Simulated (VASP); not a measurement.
# O (P2/c) in VASP: further runs

The runs below take O through single point, with PBE, PBE+D4.

Program: VASP 6.6.1. These are calculated values, not measurements. Logs are shortened: lines on timing, memory, paths and dates and some standing lists are left out, and cuts for length are marked.

## (1) The cell of the first run

The typed cell holds 4 atoms: a = 4.043 Å, b = 4.026 Å, c = 2.988 Å, α = 90.00°, β = 111.60°, γ = 90.00°.

## (2) Single point, PBE

Input file INCAR:

```
PREC = Accurate
ENCUT = 520
EDIFF = 1E-6
ISMEAR = 0
SIGMA = 0.01
LREAL = F
LASPH = T
NELM = 100
ALGO = Normal
ISIF = 2
LWAVE = F
LCHARG = F
GGA = PE
NBANDS = 20
```

Input file KPOINTS:

```
regular mesh
0
Gamma
  4 4 6
```

Input file POSCAR:

```
O
1.0
    4.0422275034      0.0000000000     -0.0510976291
    0.0000000000      4.0261597155      0.0000000000
   -1.0645667235      0.0000000000      2.7914532645
O
4
Direct
    0.3398637733      0.6842021034      0.6702381013
    0.6601362267      0.6842021034      0.8297618987
    0.6601362267      0.3157978966      0.3297618987
    0.3398637733      0.3157978966      0.1702381013
```

Potentials or basis: VASP PAW PBE potentials, release 64 (O).

The run is started by

```sh
> cat potpaw_PBE.64/O/POTCAR > POTCAR
> mpirun -np 1 vasp_std > vasp.out
```

OUTCAR:

```text
PREC = Accurate
   ENCUT = 520
   EDIFF = 1E-6
   ISMEAR = 0
   LREAL = F
   LASPH = T
   NELM = 100
   ISIF = 2
   GGA = PE

 ion  position               nearest neighbor table
   1  0.340  0.684  0.670-   2 1.20
   2  0.660  0.684  0.830-   1 1.20
   3  0.660  0.316  0.330-   4 1.20
   4  0.340  0.316  0.170-   3 1.20

  LATTYP: Found a simple monoclinic cell.
 ALAT       =     2.9875598131
 B/A-ratio  =     1.3476415427
 C/A-ratio  =     1.3531278719
 COS(beta)  =    -0.3681149741

  Lattice vectors:

 A1 = (  -1.0645667235,   0.0000000000,   2.7914532645)
 A2 = (   0.0000000000,  -4.0261597155,   0.0000000000)
 A3 = (   4.0422275034,   0.0000000000,  -0.0510976291)

Analysis of symmetry for initial positions (statically):
=====================================================================
 Subroutine PRICEL returns:
 Original cell was already a primitive cell.

 Routine SETGRP: Setting up the symmetry group for a
 simple monoclinic supercell.

 Subroutine GETGRP returns: Found  4 space group operations
 (whereof  2 operations were pure point group operations)
 out of a pool of  4 trial point group operations.

The static configuration has the point symmetry S_2 .
 The point group associated with its full space group is C_2h.

Analysis of symmetry for dynamics (positions and initial velocities):
=====================================================================
 Subroutine PRICEL returns:
 Original cell was already a primitive cell.

 Routine SETGRP: Setting up the symmetry group for a
 simple monoclinic supercell.

 Subroutine GETGRP returns: Found  4 space group operations
 (whereof  2 operations were pure point group operations)
 out of a pool of  4 trial point group operations.

The dynamic configuration has the point symmetry S_2 .
 The point group associated with its full space group is C_2h.

 Subroutine INISYM returns: Found  4 space group operations
 (whereof  2 operations are pure point group operations),
 and found     1 'primitive' translations

----------------------------------------------------------------------------------------

                                     Primitive cell

  volume of cell :      45.2109

  direct lattice vectors                    reciprocal lattice vectors
     4.042227503  0.000000000 -0.051097629     0.248586748  0.000000000  0.094802655
     0.000000000  4.026159716  0.000000000     0.000000000  0.248375641  0.000000000
    -1.064566724  0.000000000  2.791453264     0.004550387  0.000000000  0.359971705

  length of vectors
     4.042550452  4.026159716  2.987559813     0.266050587  0.248375641  0.360000464

  position of ions in fractional coordinates (direct lattice)
     0.339863773  0.684202103  0.670238101
     0.660136227  0.684202103  0.829761899
     0.660136227  0.315797897  0.329761899
     0.339863773  0.315797897  0.170238101

  ion indices of the primitive-cell ions
   primitive index   ion index
                 1           1
                 2           2
                 3           3
                 4           4

----------------------------------------------------------------------------------------

 KPOINTS: regular mesh

Automatic generation of k-mesh.
 Grid dimensions read from file:
 generate k-points for:    4    4    6

 Generating k-lattice:

  Cartesian coordinates                     Fractional coordinates (reciprocal lattice)
     0.062146687  0.000000000  0.023700664     0.250000000  0.000000000  0.000000000
     0.000000000  0.062093910  0.000000000     0.000000000  0.250000000  0.000000000
     0.000758398  0.000000000  0.059995284    -0.000000000  0.000000000  0.166666667

  Length of vectors
     0.066512647  0.062093910  0.060000077

  Shift w.r.t. Gamma in fractional coordinates (k-lattice)
     0.000000000  0.000000000  0.000000000

 Subroutine IBZKPT returns following result:
 ===========================================

 Found     42 irreducible k-points:

 Following reciprocal coordinates:
            Coordinates               Weight
  0.000000  0.000000  0.000000      1.000000
  0.250000  0.000000 -0.000000      2.000000
  0.500000  0.000000 -0.000000      1.000000
  0.000000  0.250000  0.000000      2.000000
  0.250000  0.250000 -0.000000      4.000000
  0.500000  0.250000 -0.000000      2.000000
[... 16 lines left out ...]
  0.250000  0.000000  0.333333      2.000000
  0.500000  0.000000  0.333333      2.000000
 [... further k-points ...]
   k-points           NKPTS =     42   k-points in BZ     NKDIM =     42   number of bands    NBANDS=     20
   number of dos      NEDOS =    301   number of ions     NIONS =      4
   total plane-waves  NPLWV =  21600
   dimension x,y,z NGX =    30 NGY =   30 NGZ =   24
   dimension x,y,z NGXF=    60 NGYF=   60 NGZF=   48
   ions per type =               4
   NGX,Y,Z   is equivalent  to a cutoff of  12.34, 12.39, 13.36 a.u.
   NGXF,Y,Z  is equivalent  to a cutoff of  24.67, 24.77, 26.71 a.u.
 SYSTEM =  unknown system
   PREC   = accura    normal or accurate (medium, high low for compatibility)
   ISTART =      0    job   : 0-new  1-cont  2-samecut
   ICHARG =      2    charge: 1-file 2-atom 10-const
   ISPIN  =      1    spin polarized calculation?
   LNONCOLLINEAR =      F non collinear calculations
   LSORBIT =      F    spin-orbit coupling
   LASPH  =      T    aspherical Exc in radial PAW
   ENCUT  =  520.0 eV  38.22 Ry    6.18 a.u.   7.52  7.49  5.55*2*pi/ulx,y,z
   NELM   =    100;   NELMIN=  2; NELMDL= -5     # of ELM steps
   EDIFF  = 0.1E-05   stopping-criterion for ELM
   LREAL  =      F    real-space projection
   EDIFFG = 0.1E-04   stopping-criterion for IOM
   NSW    =      0    number of steps for IOM
   IBRION =     -1    ionic relax: 0-MD 1-quasi-New 2-CG
   NFREE  =      0    steps in history (QN), initial steepest desc. (CG)
   ISIF   =      2    stress and relaxation
   ISYM   =      2    0-nonsym 1-usesym 2-fastsym
   POTIM  = 0.5000    time-step for ionic-motion
   TEBEG  =    0.0;   TEEND  =   0.0 temperature during run
   PSTRESS=    0.0 pullay stress
   NELECT =      24.0000    total number of electrons
   NUPDOWN=      -1.0000    fix difference up-down
   EMIN   =  10.00;   EMAX   =-10.00  energy-range for DOS
   EFERMI =   0.00;   METHOD = LEGACY
   ISMEAR =     0;   SIGMA  =   0.01  broadening in eV -4-tet -1-fermi 0-gaus
   EFERMI_NEDOS =   21; number of points for ismear=-14 and -15
   IALGO  =     38    algorithm
   IMIX   =      4    mixing-type and parameters
     AMIX     =   0.40;   BMIX     =  1.00
     AMIX_MAG =   1.60;   BMIX_MAG =  1.00
  volume/ion in A,a.u.               =      11.30        76.27
  Fermi-wavevector in a.u.,A,eV,Ry     =   1.325554  2.504934 23.906710  1.757094
  Thomas-Fermi vector in A             =   2.455006
   LORBIT       =      0    0 simple, 1 ext, 2 COOP (PROOUT), +10 PAW based schemes
   GGA     = PE    functional components
   LHFCALC =     F    Hartree Fock is set to
   AEXX    =    0.0000 exact exchange contribution
   IVDW    =     0    specifies the selected vdW correction
   LEPSILON=     F    determine dielectric tensor
   LRPA    =     F    only Hartree local field effects (RPA)
 non-spin polarized calculation
 Gauss-broadening in eV      SIGMA  =   0.01
  energy-cutoff  :      520.00
  volume of cell :       45.21
 maximum number of plane-waves:      1236
   NGX = 15   NGY = 15   NGZ = 11

 number of electron      23.9999992 magnetization

 Free energy of the ion-electron system (eV)
  ---------------------------------------------------
  ext. energy  EPLUGINS =         0.00000000
  ---------------------------------------------------
  free energy    TOTEN  =       -19.67615209 eV

  energy without entropy =      -19.67615209  energy(sigma->0) =      -19.67615209

 E-fermi :   0.1320     XC(G=0):  -9.2743

 val. band max:        0.0872552160   @ k =   0.0000   0.5000   0.0000
 cond. band min:       0.9928707522   @ k =   0.5000   0.5000  -0.0000
 fundamental gap:      0.9056155362
 Fermi energy:         0.1320418965

 k-point     1 :       0.0000    0.0000    0.0000
  band No.  band energies     occupation
      1     -27.5458      2.00000
      2     -25.7645      2.00000
      3     -14.3789      2.00000
      4     -12.1804      2.00000
      5      -8.7926      2.00000
      6      -7.8654      2.00000
[... 12 lines left out ...]
     19      13.5367      0.00000
     20      16.4500      0.00000

 k-point     2 :       0.2500    0.0000   -0.0000
  band No.  band energies     occupation
      1     -27.5227      2.00000
      2     -25.7586      2.00000
      3     -14.7640      2.00000
      4     -12.2987      2.00000
      5      -8.3834      2.00000
      6      -7.4865      2.00000
[... 12 lines left out ...]
     19      13.3335      0.00000
     20      17.5031      0.00000

 k-point     3 :       0.5000    0.0000   -0.0000
  band No.  band energies     occupation
      1     -27.4990      2.00000
      2     -25.7526      2.00000
      3     -15.0937      2.00000
      4     -12.4101      2.00000
      5      -8.1740      2.00000
      6      -7.5446      2.00000
[... 12 lines left out ...]
     19      13.0480      0.00000
     20      18.3101      0.00000

 k-point     4 :       0.0000    0.2500    0.0000
  band No.  band energies     occupation
      1     -27.4932      2.00000
      2     -25.8327      2.00000
      3     -14.3086      2.00000
      4     -12.2839      2.00000
      5      -8.7477      2.00000
      6      -7.6587      2.00000
[... 12 lines left out ...]
     19      14.0085      0.00000
     20      15.8481      0.00000

 k-point     5 :       0.2500    0.2500   -0.0000
  band No.  band energies     occupation
      1     -27.4712      2.00000
      2     -25.8257      2.00000
      3     -14.6777      2.00000
      4     -12.4338      2.00000
      5      -8.2890      2.00000
      6      -7.4140      2.00000
[... 12 lines left out ...]
     19      13.8042      0.00000
     20      16.4682      0.00000
[... 353 lines left out ...]
      6      -8.1226      2.00000
[... 12 lines left out ...]
     19      14.8232      0.00000
     20      16.1977      0.00000

 k-point    22 :       0.0000    0.0000    0.3333
  band No.  band energies     occupation
      1     -27.0442      2.00000
      2     -26.1389      2.00000
      3     -13.9484      2.00000
      4     -12.8343      2.00000
      5      -8.5887      2.00000
      6      -8.3471      2.00000
[... 12 lines left out ...]
     19      14.8407      0.00000
     20      16.5964      0.00000

 k-point    23 :       0.2500    0.0000    0.3333
  band No.  band energies     occupation
      1     -27.0211      2.00000
      2     -26.1415      2.00000
      3     -14.3107      2.00000
      4     -12.7845      2.00000
      5      -8.4784      2.00000
      6      -8.2968      2.00000
[... 12 lines left out ...]
     19      14.2290      0.00000
     20      17.6629      0.00000

 k-point    24 :       0.5000    0.0000    0.3333
  band No.  band energies     occupation
      1     -27.0274      2.00000
      2     -26.1406      2.00000
      3     -14.2218      2.00000
      4     -12.8010      2.00000
      5      -8.4359      2.00000
      6      -8.3562      2.00000
[... 12 lines left out ...]
     19      14.3759      0.00000
     20      17.1712      0.00000

 [... further k-points ...]
[... 5 lines left out ...]
  --------------------------------------------------------------------------------------
  -------------------------------------------------------------------------------------
  Total        5.1815225      1.0298208      1.8470971      0.0000000      0.0000000      1.4861491
  in kB      183.6219470     36.4946217     65.4571243      0.0000000      0.0000000     52.6659080
  external PRESSURE =      95.1912310 kB  Pullay stress =       0.0000000 kB

 VOLUME and BASIS-vectors are now :
 -----------------------------------------------------------------------------
  energy-cutoff  :      520.00
  volume of cell :       45.21
      direct lattice vectors                 reciprocal lattice vectors
     4.042227503  0.000000000 -0.051097629     0.248586748  0.000000000  0.094802655
     0.000000000  4.026159716  0.000000000     0.000000000  0.248375641  0.000000000
    -1.064566724  0.000000000  2.791453264     0.004550387  0.000000000  0.359971705

 POSITION                                       TOTAL-FORCE (eV/Angst)
 -----------------------------------------------------------------------------------
      0.66029      2.75471      1.85357        -1.893138      0.080635     -0.722320
      1.78508      2.75471      2.28251         1.893138      0.080635      0.722320
      2.31737      1.27145      0.88678         1.893138     -0.080635      0.722320
      1.19258      1.27145      0.45785        -1.893138     -0.080635     -0.722320
 -----------------------------------------------------------------------------------
    total drift:                               -0.000000     -0.000000      0.000000

  FREE ENERGIE OF THE ION-ELECTRON SYSTEM (eV)
  ---------------------------------------------------
  free  energy   TOTEN  =       -19.6761520872 eV

  energy  without entropy=      -19.6761520872  energy(sigma->0) =      -19.67615209
```

Wall time 48 s (1 thread of Oxide Virtual Turin-like, shared host); peak memory 0.12 GiB.

Results:

```
Free energy            : -19.6762 eV
Pressure               : 9.5 GPa
Largest force          : 2.028 eV/Å
Band gap on the k mesh : 0.91 eV, indirect (least direct gap 0.94 eV)
```

Forces on the atoms (eV/Å):
```
O   -1.893  0.081 -0.722
O    1.893  0.081  0.722
O    1.893 -0.081  0.722
O   -1.893 -0.081 -0.722
```

Levels at points of the mesh, in eV from the valence-band top:
```tsv
k point	band 8	band 9	band 10	band 11	band 12	band 13	band 14	band 15	band 16	band 17
(0.00, 0.00, 0.00)	-6.52	-4.67	-4.61	-0.57	-0.50	1.88	1.93	9.12	11.39	11.78
(0.50, 0.00, 0.00)	-6.03	-4.74	-4.70	-1.07	-0.15	1.91	2.10	7.19	10.14	10.82
(0.00, 0.50, 0.00)	-6.84	-5.11	-4.90	-0.36	0.00	1.22	1.73	10.11	11.42	11.81
(0.50, 0.50, 0.00)	-6.38	-5.14	-4.98	-0.17	-0.04	0.91	1.95	8.07	9.39	12.08
(0.00, 0.00, 0.50)	-6.73	-5.01	-5.01	-0.97	-0.97	1.68	1.68	10.05	10.05	13.11
(0.50, 0.00, 0.50)	-6.73	-5.01	-5.01	-0.97	-0.97	1.68	1.68	10.04	10.04	13.12
(0.00, 0.50, 0.50)	-6.78	-4.36	-4.36	-1.46	-1.46	2.26	2.26	10.16	10.16	13.13
(0.50, 0.50, 0.50)	-6.77	-4.36	-4.36	-1.46	-1.46	2.26	2.26	10.15	10.15	13.14
```

Caveat: the standard files for N, O and F lose accuracy on very short bonds; spin is off for a triplet molecule; forces of over 1 eV/Å act on the atoms, so gaps and moduli don't describe the material at rest.

(Part 1 of 2 ends here.)
